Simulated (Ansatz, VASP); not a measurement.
**MgO: VASP beside Ansatz**

INCAR

```
SYSTEM = MgO
PREC     = Accurate       ! precision mode
ENCUT    = 520            ! plane-wave cutoff, eV
EDIFF    = 1E-6           ! SCF threshold, eV
ISMEAR   = 0              ! smearing method
SIGMA    = 0.05           ! smearing width, eV
LREAL    = .FALSE.        ! projectors in reciprocal space
LASPH    = .TRUE.         ! aspherical terms in the spheres
NELM     = 80             ! most SCF steps
ALGO     = Normal         ! electronic algorithm
ISIF     = 2              ! what is computed and relaxed
LWAVE    = .FALSE.        ! write WAVECAR
LCHARG   = .FALSE.        ! write CHGCAR
GGA      = PE             ! functional
NBANDS   = 26             ! bands
```

The input KPOINTS:

```
regular mesh
0
G
  9 9 2
  0 0 0
```

File POSCAR:

```
MgO
1.0
    3.2805263433      0.0000000000      0.0000000000
   -1.6402631717      2.8410191511      0.0000000000
    0.0000000000      0.0000000000     10.5138967343
Mg O
4 4
Direct
    0.2327397195      0.6666666667      0.9694906392
    0.0701373825      0.0000000000      0.2208211786
   -0.0701373825      0.0000000000      0.7208211786
    0.7672602805      0.3333333333      0.4694906392
    0.2574639550      0.6666666667      0.7800420079
    0.0920237935      0.0000000000      0.5296443544
   -0.0920237935      0.0000000000      0.0296443544
    0.7425360450      0.3333333333      0.2800420079
```

Input for Ansatz:

```yaml
crystal:
  lattice:
    - [3.2805263433, 0.0, 0.0]
    - [-1.6402631717, 2.8410191511, 0.0]
    - [0.0, 0.0, 10.5138967343]
  atoms:
    - { symbol: Mg, position: [0.2327397195, 0.6666666667, 0.9694906392] }
    - { symbol: Mg, position: [0.0701373825, 0.0, 0.2208211786] }
    - { symbol: Mg, position: [-0.0701373825, 0.0, 0.7208211786] }
    - { symbol: Mg, position: [0.7672602805, 0.3333333333, 0.4694906392] }
    - { symbol: O, position: [0.257463955, 0.6666666667, 0.7800420079] }
    - { symbol: O, position: [0.0920237935, 0.0, 0.5296443544] }
    - { symbol: O, position: [-0.0920237935, 0.0, 0.0296443544] }
    - { symbol: O, position: [0.742536045, 0.3333333333, 0.2800420079] }
basis:
  ecutwfc: 520.0
kpoints:
  mp_grid: { grid: [9, 9, 2] }
hamiltonian:
  xc: pbe
  pseudopotentials: { kind: paw, azcp: { folder: soft_1 } }
scf:
  occupations: { method: gaussian, width: 0.05 }
output:
  forces: true
  stress: true
  eigenvalues: true
```

Change from the starting cell: mode 4 frozen in at -0.330 Å and mode 5 at +0.000 Å (largest displacements).

Alike in both runs: task single point; functional PBE; k mesh 9 × 9 × 2; occupations gaussian, width 0.05 eV; no spin polarisation.

```csv
,VASP,Ansatz
version,VASP 6.6.1,Ansatz 0.2.0
potentials or method,"VASP PAW PBE potentials, release 64 (Mg, O), cutoff 520 eV","scalar-relativistic, plane waves, PAW"
valence electrons in the cell,32,64
```

VASP gave:

```
gap on the k mesh at the Fermi level (eV)                     : 3.17
least direct gap on the mesh (eV)                             : 3.17
pressure (GPa)                                                : -1.1
traceless stress, the component that is largest in VASP (GPa) : -2.87
rms of the force components (eV/Å)                            : 0.185
```

Task: Which values does Ansatz return?

Result: gap on the k mesh at the Fermi level (eV): 3.19; least direct gap on the mesh (eV): 3.19; pressure (GPa): -0.7; traceless stress, the component that is largest in VASP (GPa): -2.83; rms of the force components (eV/Å): 0.182.

Atom by atom the forces differ by 0.003 eV/Å (rms over components). VASP's potentials hold 32 valence electrons a cell and Ansatz's 64, so a difference there can come from the potentials and not from the codes.
